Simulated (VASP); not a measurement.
# Si16C (a cell with a defect) in VASP: single point with PBEsol

Aim: the single point of Si16C (a cell with a defect) with PBEsol.

All numbers are computed with VASP 6.6.1; they aren't measurements. Logs are shortened: lines on timing, memory, paths and dates and some standing lists are left out, and cuts for length are marked.

## Step 1: The cell of the first run

The cell holds a defect, 17 atoms: a = 7.679 Å, b = 7.679 Å, c = 7.679 Å, α = 60.00°, β = 60.00°, γ = 60.00°.

## Step 2: Single point, PBEsol, collinear spin, ferromagnetic start

INCAR reads:

```
SYSTEM = Si16C
PREC = Accurate ; ENCUT = 520
EDIFF = 1E-6 ; ISMEAR = -1
SIGMA = 0.02 ; LREAL = Auto
LASPH = .True. ; NELM = 150
ALGO = Normal ; ISIF = 2
LWAVE = .False. ; LCHARG = .False.
ISPIN = 2 ; MAGMOM = 0 0 0 0 0 0 0 0 0 0 0 0 0 0 0 0 1
LORBIT = 11 ; GGA = PS
NBANDS = 52
```

KPOINTS reads:

```
Automatic mesh
0
Gamma
  2 2 2
  0 0 0
```

POSCAR reads:

```
Si16C
1.0
    0.0000000000      5.4300000000      5.4300000000
    5.4300000000      0.0000000000      5.4300000000
    5.4300000000      5.4300000000      0.0000000000
Si C
16 1
Direct
    0.0113923539     -0.0039574778     -0.0041441152
    0.1548190933      0.1115624698      0.1111553481
    0.0158551262     -0.0032926102      0.4843739191
    0.1266147245      0.1210687631      0.6225473773
    0.0167053902      0.4849652694     -0.0047261280
    0.1274143028      0.6226983802      0.1201690433
    0.0257099410      0.4933823997      0.4925578362
    0.1319638552      0.6282790985      0.6268564744
    0.5296551853     -0.0227750362     -0.0218052824
    0.6369996011      0.1117165934      0.1116656224
    0.4999621207      0.0102192558      0.4854359137
    0.6470665606      0.1332273235      0.5834093490
    0.5007303030      0.4856087968      0.0101551031
    0.6480028995      0.5822603903      0.1342394727
    0.4797154134      0.5633782939      0.5657219763
    0.6598494217      0.6538933068      0.6535014238
    0.6591737076      0.4011374831      0.4023019663
```

Potentials or basis: VASP PAW PBE potentials, release 64 (Si, C).

On the command line:

```
$ cat potpaw_PBE.64/Si/POTCAR potpaw_PBE.64/C/POTCAR > POTCAR
$ mpirun -np 1 vasp_std > vasp.out
```

OUTCAR:

```text
SYSTEM = Si16C
   PREC = Accurate
   ENCUT = 520
   EDIFF = 1E-6
   ISMEAR = -1
   LREAL = Auto
   LASPH = .True.
   NELM = 150
   ISIF = 2
   ISPIN = 2
   LORBIT = 11
   GGA = PS

 ion  position               nearest neighbor table
   1  0.011  0.996  0.996-   4 2.34   6 2.34   2 2.35  10 2.35
   2  0.155  0.112  0.111-   3 2.34   5 2.34   1 2.35   9 2.35
   3  0.016  0.997  0.484-   8 2.31  12 2.32   2 2.34   4 2.34
   4  0.127  0.121  0.623-   7 2.34   1 2.34   3 2.34  11 2.34
   5  0.017  0.485  0.995-   8 2.31  14 2.32   2 2.34   6 2.34
   6  0.127  0.623  0.120-   7 2.34   1 2.34  13 2.34   5 2.34
   7  0.026  0.493  0.493-   4 2.34   6 2.34  16 2.35   8 2.36
   8  0.132  0.628  0.627-  15 2.29   3 2.31   5 2.31   7 2.36
   9  0.530  0.977  0.978-   2 2.35  10 2.36  12 2.48  14 2.48
  10  0.637  0.112  0.112-  11 2.35  13 2.35   1 2.35   9 2.36
  11  0.500  0.010  0.485-  16 2.31  12 2.32   4 2.34  10 2.35
  12  0.647  0.133  0.583-  17 1.84  11 2.32   3 2.32   9 2.48  15 2.84
  13  0.501  0.486  0.010-  16 2.31  14 2.32   6 2.34  10 2.35
  14  0.648  0.582  0.134-  17 1.84  13 2.32   5 2.32   9 2.48  15 2.85
  15  0.480  0.563  0.566-  17 1.77  16 2.28   8 2.29  12 2.84  14 2.85
  16  0.660  0.654  0.654-  15 2.28  11 2.31  13 2.31   7 2.35
  17  0.659  0.401  0.402-  15 1.77  14 1.84  12 1.84

  LATTYP: Found a face centered cubic cell.
 ALAT       =    10.8600000000

  Lattice vectors:

 A1 = (   0.0000000000,   5.4300000000,   5.4300000000)
 A2 = (   5.4300000000,   0.0000000000,   5.4300000000)
 A3 = (   5.4300000000,   5.4300000000,   0.0000000000)

Analysis of symmetry for initial positions (statically):
=====================================================================
 Subroutine PRICEL returns:
 Original cell was already a primitive cell.

 Routine SETGRP: Setting up the symmetry group for a
 face centered cubic supercell.

 Subroutine GETGRP returns: Found  1 space group operations
 (whereof  1 operations were pure point group operations)
 out of a pool of 48 trial point group operations.

The static configuration has the point symmetry C_1 .

Analysis of symmetry for dynamics (positions and initial velocities):
=====================================================================
 Subroutine PRICEL returns:
 Original cell was already a primitive cell.

 Routine SETGRP: Setting up the symmetry group for a
 face centered cubic supercell.

 Subroutine GETGRP returns: Found  1 space group operations
 (whereof  1 operations were pure point group operations)
 out of a pool of 48 trial point group operations.

The dynamic configuration has the point symmetry C_1 .

Analysis of structural, dynamic, and magnetic symmetry:
=====================================================================
 Subroutine PRICEL returns:
 Original cell was already a primitive cell.

 Routine SETGRP: Setting up the symmetry group for a
 face centered cubic supercell.

 Subroutine GETGRP returns: Found  1 space group operations
 (whereof  1 operations were pure point group operations)
 out of a pool of 48 trial point group operations.

The overall configuration has the point symmetry C_1 .

 Subroutine INISYM returns: Found  1 space group operations
 (whereof  1 operations are pure point group operations),
 and found     1 'primitive' translations

----------------------------------------------------------------------------------------

                                     Primitive cell

  volume of cell :     320.2060

  direct lattice vectors                    reciprocal lattice vectors
     0.000000000  5.430000000  5.430000000    -0.092081031  0.092081031  0.092081031
     5.430000000  0.000000000  5.430000000     0.092081031 -0.092081031  0.092081031
     5.430000000  5.430000000  0.000000000     0.092081031  0.092081031 -0.092081031

  length of vectors
     7.679179644  7.679179644  7.679179644     0.159489025  0.159489025  0.159489025

  position of ions in fractional coordinates (direct lattice)
     0.011392354  0.996042522  0.995855885
     0.154819093  0.111562470  0.111155348
     0.015855126  0.996707390  0.484373919
     0.126614725  0.121068763  0.622547377
     0.016705390  0.484965269  0.995273872
     0.127414303  0.622698380  0.120169043
[... 9 lines left out ...]
     0.659849422  0.653893307  0.653501424
     0.659173708  0.401137483  0.402301966

  ion indices of the primitive-cell ions
   primitive index   ion index
                 1           1
                 2           2
                 3           3
                 4           4
                 5           5
                 6           6
[... 9 lines left out ...]
                16          16
                17          17

----------------------------------------------------------------------------------------

 KPOINTS: Automatic mesh

Automatic generation of k-mesh.
 Grid dimensions read from file:
 generate k-points for:    2    2    2

 Generating k-lattice:

  Cartesian coordinates                     Fractional coordinates (reciprocal lattice)
    -0.046040516  0.046040516  0.046040516     0.500000000  0.000000000  0.000000000
     0.046040516 -0.046040516  0.046040516     0.000000000  0.500000000  0.000000000
     0.046040516  0.046040516 -0.046040516     0.000000000  0.000000000  0.500000000

  Length of vectors
     0.079744512  0.079744512  0.079744512

  Shift w.r.t. Gamma in fractional coordinates (k-lattice)
     0.000000000  0.000000000  0.000000000

 Subroutine IBZKPT returns following result:
 ===========================================

 Found      8 irreducible k-points:

 Following reciprocal coordinates:
            Coordinates               Weight
  0.000000  0.000000  0.000000      1.000000
  0.500000  0.000000  0.000000      1.000000
  0.000000  0.500000  0.000000      1.000000
  0.000000  0.000000  0.500000      1.000000
  0.500000  0.500000  0.500000      1.000000
  0.500000  0.500000  0.000000      1.000000
  0.000000  0.500000  0.500000      1.000000
  0.500000  0.000000  0.500000      1.000000
   k-points           NKPTS =      8   k-points in BZ     NKDIM =      8   number of bands    NBANDS=     52
   number of dos      NEDOS =    301   number of ions     NIONS =     17
   total plane-waves  NPLWV = 216000
   dimension x,y,z NGX =    60 NGY =   60 NGZ =   60
   dimension x,y,z NGXF=   120 NGYF=  120 NGZF=  120
   ions per type =              16   1
   NGX,Y,Z   is equivalent  to a cutoff of  12.99, 12.99, 12.99 a.u.
   NGXF,Y,Z  is equivalent  to a cutoff of  25.98, 25.98, 25.98 a.u.
 SYSTEM =  Si16C
   PREC   = accura    normal or accurate (medium, high low for compatibility)
   ISTART =      0    job   : 0-new  1-cont  2-samecut
   ICHARG =      2    charge: 1-file 2-atom 10-const
   ISPIN  =      2    spin polarized calculation?
   LNONCOLLINEAR =      F non collinear calculations
   LSORBIT =      F    spin-orbit coupling
   LASPH  =      T    aspherical Exc in radial PAW
   ENCUT  =  520.0 eV  38.22 Ry    6.18 a.u.  14.28 14.28 14.28*2*pi/ulx,y,z
   NELM   =    150;   NELMIN=  2; NELMDL= -5     # of ELM steps
   EDIFF  = 0.1E-05   stopping-criterion for ELM
   LREAL  =      T    real-space projection
   EDIFFG = 0.1E-04   stopping-criterion for IOM
   NSW    =      0    number of steps for IOM
   IBRION =     -1    ionic relax: 0-MD 1-quasi-New 2-CG
   NFREE  =      0    steps in history (QN), initial steepest desc. (CG)
   ISIF   =      2    stress and relaxation
   ISYM   =      2    0-nonsym 1-usesym 2-fastsym
   POTIM  = 0.5000    time-step for ionic-motion
   TEBEG  =    0.0;   TEEND  =   0.0 temperature during run
   PSTRESS=    0.0 pullay stress
   NELECT =      68.0000    total number of electrons
   NUPDOWN=      -1.0000    fix difference up-down
   EMIN   =  10.00;   EMAX   =-10.00  energy-range for DOS
   EFERMI =   0.00;   METHOD = LEGACY
   ISMEAR =    -1;   SIGMA  =   0.02  broadening in eV -4-tet -1-fermi 0-gaus
   EFERMI_NEDOS =   21; number of points for ismear=-14 and -15
   IALGO  =     38    algorithm
   IMIX   =      4    mixing-type and parameters
     AMIX     =   0.40;   BMIX     =  1.00
     AMIX_MAG =   1.60;   BMIX_MAG =  1.00
  volume/ion in A,a.u.               =      18.84       127.11
  Fermi-wavevector in a.u.,A,eV,Ry     =   0.976715  1.845724 12.979587  0.953973
  Thomas-Fermi vector in A             =   2.107356
   LORBIT       =     11    0 simple, 1 ext, 2 COOP (PROOUT), +10 PAW based schemes
   GGA     = PS    functional components
   LHFCALC =     F    Hartree Fock is set to
   AEXX    =    0.0000 exact exchange contribution
   IVDW    =     0    specifies the selected vdW correction
   LEPSILON=     F    determine dielectric tensor
   LRPA    =     F    only Hartree local field effects (RPA)
 spin polarized calculation
  energy-cutoff  :      520.00
  volume of cell :      320.21
 maximum number of plane-waves:      8646
 NGX is ok and might be reduce to    60
   NGX = 29   NGY = 29   NGZ = 29

 number of electron      67.9999999 magnetization       0.0000195

 number of electron      67.9999999 magnetization      -0.0000304

 Free energy of the ion-electron system (eV)
  ---------------------------------------------------
  ext. energy  EPLUGINS =         0.00000000
  ---------------------------------------------------
  free energy    TOTEN  =       -96.86468837 eV

  energy without entropy =      -96.86187825  energy(sigma->0) =      -96.86328331

 E-fermi :   6.2228     XC(G=0):  -9.7038

 val. band max:        6.1704557760   @ k =   0.5000   0.5000   0.5000
 cond. band min:       6.2729147019   @ k =   0.0000   0.0000   0.0000
 fundamental gap:      0.1024589259
 Fermi energy:         6.2228491115

 spin component 1

 k-point     1 :       0.0000    0.0000    0.0000
  band No.  band energies     occupation
      1      -7.1010      1.00000
      2      -5.3724      1.00000
      3      -3.9051      1.00000
      4      -3.8770      1.00000
      5      -3.7564      1.00000
      6      -2.9816      1.00000
[... 38 lines left out ...]
     45       8.3381      0.00000
     46       8.3473      0.00000
[... 301 lines left out ...]
      5      -4.1812      1.00000
      6      -3.9349      1.00000
[... 38 lines left out ...]
     45      10.0091      0.00000
     46      10.0930      0.00000
 Fermi energy:         6.2228491115

 spin component 2

 k-point     1 :       0.0000    0.0000    0.0000
  band No.  band energies     occupation
      1      -7.1010      1.00000
      2      -5.3724      1.00000
      3      -3.9051      1.00000
      4      -3.8770      1.00000
      5      -3.7564      1.00000
      6      -2.9816      1.00000
[... 38 lines left out ...]
     45       8.3381      0.00000
     46       8.3472      0.00000
[... 301 lines left out ...]
      5      -4.1812      1.00000
      6      -3.9349      1.00000
[... 38 lines left out ...]
     45      10.0091      0.00000
     46      10.0930      0.00000
 [bands above 46 left out]

------------------------ aborting loop because EDIFF is reached ----------------------------------------

  FORCE on cell =-STRESS in cart. coord.  units (eV):
  Direction    XX          YY          ZZ          XY          YZ          ZX
  --------------------------------------------------------------------------------------
  -------------------------------------------------------------------------------------
  Total        9.0485700      1.7395049      1.7445837      0.1043020      1.6523153      0.1329692
  in kB       45.2752702      8.7037570      8.7291691      0.5218838      8.2674967      0.6653222
  external PRESSURE =      20.9027321 kB  Pullay stress =       0.0000000 kB

 VOLUME and BASIS-vectors are now :
 -----------------------------------------------------------------------------
  energy-cutoff  :      520.00
  volume of cell :      320.21
      direct lattice vectors                 reciprocal lattice vectors
     0.000000000  5.430000000  5.430000000    -0.092081031  0.092081031  0.092081031
     5.430000000  0.000000000  5.430000000     0.092081031 -0.092081031  0.092081031
     5.430000000  5.430000000  0.000000000     0.092081031  0.092081031 -0.092081031

 POSITION                                       TOTAL-FORCE (eV/Angst)
 -----------------------------------------------------------------------------------
     10.81601      5.46936      5.47037         0.008915      0.000206     -0.001035
      1.20936      1.44424      1.44645        -0.004737     -0.002157      0.006407
      8.04227      2.71624      5.49821        -0.002497     -0.000282     -0.006310
      4.03784      4.06795      1.34492        -0.008547     -0.003036      0.000110
      8.03770      5.49505      2.72407        -0.006374      0.003600     -0.005777
      4.03377      1.34438      4.07311        -0.002186     -0.000504     -0.004862
[... 9 lines left out ...]
      7.09915      7.13150      7.13362         0.024840      0.020068      0.012004
      4.36268      5.76381      5.75749        -0.040334     -0.009211     -0.013219
 -----------------------------------------------------------------------------------
    total drift:                                0.000534     -0.001106     -0.001626

  FREE ENERGIE OF THE ION-ELECTRON SYSTEM (eV)
  ---------------------------------------------------
  free  energy   TOTEN  =       -96.8646883730 eV

  energy  without entropy=      -96.8618782501  energy(sigma->0) =      -96.86328331

 total charge

# of ion       s       p       d       tot
------------------------------------------
    1        0.739   0.958   0.000   1.697
    2        0.740   0.956   0.000   1.696
    3        0.755   0.946   0.000   1.700
    4        0.742   0.954   0.000   1.696
    5        0.754   0.946   0.000   1.701
    6        0.742   0.954   0.000   1.696
[... 9 lines left out ...]
   16        0.754   0.963   0.000   1.717
   17        0.880   1.587   0.000   2.467
--------------------------------------------------
tot         12.890  16.658   0.000  29.548

 magnetization (x)

# of ion       s       p       d       tot
------------------------------------------
    1       -0.000  -0.000   0.000  -0.000
    2       -0.000  -0.000   0.000  -0.000
    3        0.000   0.000   0.000   0.000
    4       -0.000  -0.000   0.000  -0.000
    5       -0.000   0.000   0.000   0.000
    6       -0.000  -0.000   0.000  -0.000
[... 9 lines left out ...]
   16        0.000   0.000   0.000   0.000
   17        0.000   0.000   0.000   0.000
--------------------------------------------------
tot         -0.000  -0.000   0.000  -0.000
```

It took 4.3 min on 1 thread of Intel Xeon 6975P-C (Granite Rapids), shared host; peak memory 0.7 GiB.

What came out:

```
Free energy                                           : -96.8647 eV
Pressure                                              : 2.1 GPa
Largest force                                         : 0.043 eV/Å
Band gap on the k mesh                                : zero (filled and empty bands overlap)
Net moment                                            : 0.00 μB per cell
Valence electrons inside the program's atomic spheres : Si 1.70, 1.68, 1.72, 1.65, 1.69, 1.67; C 2.47
```

Forces on the atoms (eV/Å):
```
Si   0.009  0.000 -0.001
Si  -0.005 -0.002  0.006
Si  -0.002  0.000 -0.006
Si  -0.009 -0.003  0.000
Si  -0.006  0.004 -0.006
Si  -0.002 -0.001 -0.005
Si  -0.007  0.006  0.003
Si   0.010  0.000 -0.011
Si  -0.002 -0.009 -0.003
Si  -0.005 -0.007 -0.001
Si   0.003  0.010 -0.003
Si   0.006 -0.001  0.012
Si  -0.006 -0.005  0.004
Si   0.015  0.003 -0.002
Si   0.016 -0.006  0.013
Si   0.025  0.020  0.012
C   -0.040 -0.009 -0.013
```

Stress tensor (GPa, compression positive):
```
4.53 0.05 0.07
0.05 0.87 0.83
0.07 0.83 0.87
```

Levels at points of the mesh, in eV from the Fermi level:
Spin up:
```tsv
k point	band 30	band 31	band 32	band 33	band 34	band 35	band 36	band 37	band 38	band 39
(0.00, 0.00, 0.00)	-1.32	-1.15	-0.71	-0.48	-0.43	-0.40	0.05	0.31	0.51	0.61
(0.50, 0.00, 0.00)	-1.69	-1.13	-1.12	-1.03	-0.10	0.56	0.71	0.98	1.04	1.25
(0.00, 0.50, 0.00)	-1.50	-1.32	-1.20	-0.93	-0.20	0.69	0.73	1.04	1.07	1.19
(0.00, 0.00, 0.50)	-1.51	-1.32	-1.20	-0.92	-0.20	0.68	0.73	1.04	1.08	1.19
(0.50, 0.50, 0.50)	-1.63	-1.22	-1.21	-0.91	-0.05	0.57	0.60	0.96	1.09	1.21
(0.50, 0.50, 0.00)	-1.79	-1.73	-1.60	-0.94	-0.83	0.82	1.15	1.39	1.89	2.05
(0.00, 0.50, 0.50)	-1.75	-1.71	-1.64	-1.08	0.27	0.52	1.01	1.43	1.74	1.81
(0.50, 0.00, 0.50)	-1.79	-1.73	-1.61	-0.94	-0.83	0.83	1.15	1.39	1.89	2.05
```
Spin down:
| k point | band 30 | band 31 | band 32 | band 33 | band 34 | band 35 | band 36 | band 37 | band 38 | band 39 |
| --- | --- | --- | --- | --- | --- | --- | --- | --- | --- | --- |
| (0.00, 0.00, 0.00) | -1.32 | -1.15 | -0.71 | -0.48 | -0.43 | -0.40 | 0.05 | 0.31 | 0.51 | 0.61 |
| (0.50, 0.00, 0.00) | -1.69 | -1.13 | -1.12 | -1.03 | -0.10 | 0.56 | 0.71 | 0.98 | 1.04 | 1.25 |
| (0.00, 0.50, 0.00) | -1.50 | -1.32 | -1.20 | -0.93 | -0.20 | 0.69 | 0.73 | 1.04 | 1.07 | 1.19 |
| (0.00, 0.00, 0.50) | -1.51 | -1.32 | -1.20 | -0.92 | -0.20 | 0.68 | 0.73 | 1.04 | 1.08 | 1.19 |
| (0.50, 0.50, 0.50) | -1.63 | -1.22 | -1.21 | -0.91 | -0.05 | 0.57 | 0.60 | 0.96 | 1.09 | 1.21 |
| (0.50, 0.50, 0.00) | -1.79 | -1.73 | -1.60 | -0.94 | -0.83 | 0.82 | 1.15 | 1.39 | 1.89 | 2.05 |
| (0.00, 0.50, 0.50) | -1.75 | -1.71 | -1.64 | -1.08 | 0.27 | 0.52 | 1.01 | 1.43 | 1.74 | 1.81 |
| (0.50, 0.00, 0.50) | -1.79 | -1.73 | -1.61 | -0.94 | -0.83 | 0.83 | 1.15 | 1.39 | 1.89 | 2.05 |

Caveat: the k points lie up to 0.50 Å⁻¹ apart; the PAW data sets were made with another functional, which shifts forces and pressure a little.
